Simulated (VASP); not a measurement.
# PbS in VASP: notebook, part 2 of 2

VASP 6.6.1. The steps go on from the part before.

### 4 Single point, PBEsol (strained)

The input, INCAR:

```
ALGO = Normal ; EDIFF = 1E-6
ENCUT = 520 ; GGA = PS
ISIF = 2 ; ISMEAR = 0
LASPH = T ; LCHARG = T
LELF = T ; LREAL = F
LVHAR = T ; LWAVE = F
NBANDS = 17 ; NELM = 100
PREC = Accurate ; SIGMA = 0.1
```

The input, KPOINTS:

```
k-points
0
Gamma
  10 10 10
```

The input, POSCAR:

```
PbS
1.0
    3.7108387634      0.0000000000      0.0000000000
    0.0000000000      3.7108387634      0.0000000000
    0.0000000000      0.0000000000      3.6560338784
Pb S
1 1
Direct
    0.0000000000      0.0000000000      0.0000000000
    0.5000000000      0.5000000000      0.5000000000
```

On the command line:

```
$ cat potpaw_PBE.64/Pb_d/POTCAR potpaw_PBE.64/S/POTCAR > POTCAR
$ mpirun -np 1 vasp_std > vasp.out
```

Wall time 2 min (1 thread of Intel Xeon 8259CL, shared host); peak memory 0.23 GiB.

It converged, with:

```
Free energy            : -8.9490 eV
Pressure               : -4.9 GPa
Band gap on the k mesh : zero (bands 10 and 11 overlap by 0.48 eV)
```

Stress tensor (GPa, compression positive):
```
-5.33  0.00  0.00
 0.00 -5.33  0.00
 0.00  0.00 -4.09
```

Levels at points of the mesh, in eV from the Fermi level:
```tsv
k point	band 8	band 9	band 10	band 11	band 12	band 13
(0.00, 0.00, 0.00)	-1.51	-1.51	-1.33	5.42	5.56	6.28
(0.50, 0.00, 0.00)	-0.43	-0.29	-0.10	0.33	3.77	4.05
(0.50, 0.50, 0.00)	-4.25	-4.25	-0.10	4.21	4.21	5.88
(0.00, 0.00, 0.50)	-0.40	-0.40	-0.17	0.18	3.86	3.86
(0.50, 0.00, 0.50)	-4.22	-4.21	-0.21	3.98	4.12	5.69
(0.50, 0.50, 0.50)	-2.25	-2.21	-2.21	-0.48	-0.35	-0.35
```

Caveat: the cell differs from its parent crystal (strained); the cell stands under tension; semilocal functionals underestimate gaps, and a narrow one can read as zero; the PAW data sets were made with another functional, which shifts forces and pressure a little; spin-orbit coupling is left out, which moves the levels of the heavy elements.

### 5 Single point, PBEsol (strained)

The input, INCAR:

```
SYSTEM = PbS
PREC     = Accurate       ! precision mode
ENCUT    = 520            ! plane-wave cutoff, eV
EDIFF    = 1E-7           ! SCF threshold, eV
ISMEAR   = 0              ! smearing method
SIGMA    = 0.1            ! smearing width, eV
LREAL    = .False.        ! projectors in reciprocal space
LASPH    = .True.         ! aspherical terms in the spheres
NELM     = 100            ! most SCF steps
ALGO     = Normal         ! electronic algorithm
ISIF     = 2              ! what is computed and relaxed
LWAVE    = .False.        ! write WAVECAR
LCHARG   = .True.         ! write CHGCAR
GGA      = PS             ! functional
LELF     = .True.         ! ELF
LVHAR    = .True.       
NBANDS   = 17             ! bands
```

The input, KPOINTS:

```
Automatic mesh
0
Gamma
  10 10 10
  0 0 0
```

The input, POSCAR:

```
PbS
1.0
    3.8300576565      0.0000000000      0.0000000000
    0.0000000000      3.6108381165      0.0000000000
    0.0000000000      0.0000000000      3.8300576565
Pb S
1 1
Direct
    0.0000000000      0.0000000000      0.0000000000
    0.5000000000      0.5000000000      0.5000000000
```

Potentials or basis: VASP PAW PBE potentials, release 64 (Pb_d, S).

On the command line:

```
$ cat potpaw_PBE.64/Pb_d/POTCAR potpaw_PBE.64/S/POTCAR > POTCAR
$ mpirun -np 1 vasp_std > vasp.out
```

OUTCAR:

```text
SYSTEM = PbS
   PREC = Accurate
   ENCUT = 520
   EDIFF = 1E-7
   ISMEAR = 0
   LREAL = .False.
   LASPH = .True.
   NELM = 100
   ISIF = 2
   GGA = PS

 ion  position               nearest neighbor table
   1  0.000  0.000  0.000-   2 3.25   2 3.25   2 3.25   2 3.25   2 3.25   2 3.25   2 3.25   2 3.25

   2  0.500  0.500  0.500-   1 3.25   1 3.25   1 3.25   1 3.25   1 3.25   1 3.25   1 3.25   1 3.25

  LATTYP: Found a simple tetragonal cell.
 ALAT       =     3.8300576565
 C/A-ratio  =     0.9427633838

  Lattice vectors:

 A1 = (  -3.8300576565,   0.0000000000,   0.0000000000)
 A2 = (   0.0000000000,   0.0000000000,   3.8300576565)
 A3 = (   0.0000000000,   3.6108381165,   0.0000000000)

Analysis of symmetry for initial positions (statically):
=====================================================================
 Subroutine PRICEL returns:
 Original cell was already a primitive cell.

 Routine SETGRP: Setting up the symmetry group for a
 simple tetragonal supercell.

 Subroutine GETGRP returns: Found 16 space group operations
 (whereof 16 operations were pure point group operations)
 out of a pool of 16 trial point group operations.

The static configuration has the point symmetry D_4h.

Analysis of symmetry for dynamics (positions and initial velocities):
=====================================================================
 Subroutine PRICEL returns:
 Original cell was already a primitive cell.

 Routine SETGRP: Setting up the symmetry group for a
 simple tetragonal supercell.

 Subroutine GETGRP returns: Found 16 space group operations
 (whereof 16 operations were pure point group operations)
 out of a pool of 16 trial point group operations.

The dynamic configuration has the point symmetry D_4h.

 Subroutine INISYM returns: Found 16 space group operations
 (whereof 16 operations are pure point group operations),
 and found     1 'primitive' translations

----------------------------------------------------------------------------------------

                                     Primitive cell

  volume of cell :      52.9686
[... 104 lines left out ...]
   ISMEAR =     0;   SIGMA  =   0.10  broadening in eV -4-tet -1-fermi 0-gaus
   EFERMI_NEDOS =   21; number of points for ismear=-14 and -15
   IALGO  =     38    algorithm
   IMIX   =      4    mixing-type and parameters
     AMIX     =   0.40;   BMIX     =  1.00
     AMIX_MAG =   1.60;   BMIX_MAG =  1.00
  volume/ion in A,a.u.               =      26.48       178.72
  Fermi-wavevector in a.u.,A,eV,Ry     =   1.183256  2.236029 19.049437  1.400094
  Thomas-Fermi vector in A             =   2.319494
   LORBIT       =      0    0 simple, 1 ext, 2 COOP (PROOUT), +10 PAW based schemes
   GGA     = PS    functional components
   LHFCALC =     F    Hartree Fock is set to
   AEXX    =    0.0000 exact exchange contribution
   IVDW    =     0    specifies the selected vdW correction
   LEPSILON=     F    determine dielectric tensor
   LRPA    =     F    only Hartree local field effects (RPA)
 non-spin polarized calculation
 Gauss-broadening in eV      SIGMA  =   0.10
  energy-cutoff  :      520.00
  volume of cell :       52.97
 maximum number of plane-waves:      1460
   NGX = 15   NGY = 13   NGZ = 15

 number of electron      19.9999989 magnetization

 Free energy of the ion-electron system (eV)
  ---------------------------------------------------
  ext. energy  EPLUGINS =         0.00000000
  ---------------------------------------------------
  free energy    TOTEN  =        -8.82920967 eV

  energy without entropy =       -8.82661697  energy(sigma->0) =       -8.82791332

 E-fermi :   5.0601     XC(G=0):  -9.9651

 val. band max:        5.0371879604   @ k =   0.4000   0.0000   0.3000
 cond. band min:       5.0830143605   @ k =   0.5000   0.0000   0.3000
 fundamental gap:      0.0458264000
 Fermi energy:         5.0600618597

 k-point     1 :       0.0000    0.0000    0.0000
  band No.  band energies     occupation
      1     -11.7893      2.00000
      2     -11.7314      2.00000
      3     -11.5918      2.00000
      4     -11.5880      2.00000
      5     -11.5880      2.00000
      6      -7.5342      2.00000
[... 457 lines left out ...]
      4     -11.6221      2.00000
      5     -11.5959      2.00000
      6      -6.0475      2.00000
[... 9 lines left out ...]
     16      14.9277      0.00000
     17      15.7592      0.00000

 [... further k-points ...]
[... 5 lines left out ...]
  --------------------------------------------------------------------------------------
  -------------------------------------------------------------------------------------
  Total       -2.6397820     -1.4032853     -2.6397820     -0.0000000      0.0000000      0.0000000
  in kB      -79.8472578    -42.4461114    -79.8472578     -0.0000000      0.0000000      0.0000000
  external PRESSURE =     -67.3802090 kB  Pullay stress =       0.0000000 kB

 VOLUME and BASIS-vectors are now :
 -----------------------------------------------------------------------------
  energy-cutoff  :      520.00
  volume of cell :       52.97
      direct lattice vectors                 reciprocal lattice vectors
     3.830057657  0.000000000  0.000000000     0.261092675  0.000000000  0.000000000
     0.000000000  3.610838117  0.000000000     0.000000000  0.276944013  0.000000000
     0.000000000  0.000000000  3.830057657     0.000000000  0.000000000  0.261092675

 POSITION                                       TOTAL-FORCE (eV/Angst)
 -----------------------------------------------------------------------------------
      0.00000      0.00000      0.00000         0.000000      0.000000      0.000000
      1.91503      1.80542      1.91503         0.000000      0.000000      0.000000
 -----------------------------------------------------------------------------------
    total drift:                               -0.000000      0.000000      0.000000

  FREE ENERGIE OF THE ION-ELECTRON SYSTEM (eV)
  ---------------------------------------------------
  free  energy   TOTEN  =        -8.8292096661 eV

  energy  without entropy=       -8.8266169699  energy(sigma->0) =       -8.82791332
```

stdout:

```text
POSCAR found type information on POSCAR PbS
 POSCAR found :  2 types and       2 ions
 scaLAPACK will be used
 -----------------------------------------------------------------------------
|                                                                             |
|                                                                             |
|     You enforced a specific xc type in the INCAR file but a different       |
|     I HOPE YOU KNOW WHAT YOU ARE DOING!                                     |
|                                                                             |
 -----------------------------------------------------------------------------

 LDA part: xc-table for (Slater+PW92), standard interpolation
 POSCAR, INCAR and KPOINTS ok, starting setup
 FFT: planning ... GRIDC
 FFT: planning ... GRID_SOFT
 FFT: planning ... GRID
 WAVECAR not read
 entering main loop
```

Run time: 2.1 min. Hardware: 1 thread of Intel Xeon 8259CL, shared host; peak memory 0.24 GiB.

Results:

| Quantity | Value |
| --- | --- |
| Free energy | -8.8292 eV |
| Pressure | -6.7 GPa |
| Band gap on the k mesh | zero (bands 10 and 11 overlap by 0.73 eV) |

Levels at points of the mesh, in eV from the Fermi level:
```csv
k point,band 8,band 9,band 10,band 11,band 12,band 13
"(0.00, 0.00, 0.00)",-1.61,-1.61,-0.91,5.24,5.74,5.74
"(0.50, 0.00, 0.00)",-0.58,-0.23,-0.08,0.32,3.27,4.38
"(0.00, 0.50, 0.00)",-0.49,-0.47,-0.47,-0.19,3.62,3.62
"(0.50, 0.50, 0.00)",-3.98,-3.93,-0.30,3.40,3.89,5.19
"(0.50, 0.00, 0.50)",-4.08,-4.08,0.08,4.22,4.22,5.90
"(0.50, 0.50, 0.50)",-2.24,-2.05,-2.05,-0.65,-0.16,-0.16
```

Caveat: the cell differs from its parent crystal (strained); the cell stands under tension; semilocal functionals underestimate gaps, and a narrow one can read as zero; the PAW data sets were made with another functional, which shifts forces and pressure a little; spin-orbit coupling is left out, which moves the levels of the heavy elements.

### 6 The runs side by side

```tsv
level	cell	k mesh	gap on the mesh (eV)	pressure (GPa)
r2SCAN	a = 3.531 Å, 2 atoms, strained	12 × 12 × 12	none	6.6
PBEsol	a = 3.654 Å, 2 atoms, one atom moved	10 × 10 × 10	none	-3.4
PBEsol	a = 3.711, b = 3.711, c = 3.656 Å, 2 atoms, strained	10 × 10 × 10	none	-4.9
PBEsol	a = 3.830, b = 3.611 Å, 2 atoms, strained	10 × 10 × 10	none	-6.7
```

Alike in all rows: task single point; potentials or basis VASP PAW PBE potentials, release 64 (Pb_d, S); no spin polarisation; cutoff (eV) 520; smearing gaussian 0.1 eV.

Caveats: semilocal functionals underestimate gaps, and a narrow one can read as zero; the PAW data sets were made with another functional, which shifts forces and pressure a little; spin-orbit coupling is left out, which moves the levels of the heavy elements; the cell stands under tension (at least some runs); the cell stands under pressure (at least some runs).

Absolute energies hang on the potentials; compare differences alone.

The gap in the log of VASP goes by the Fermi energy; the results here count the filled bands.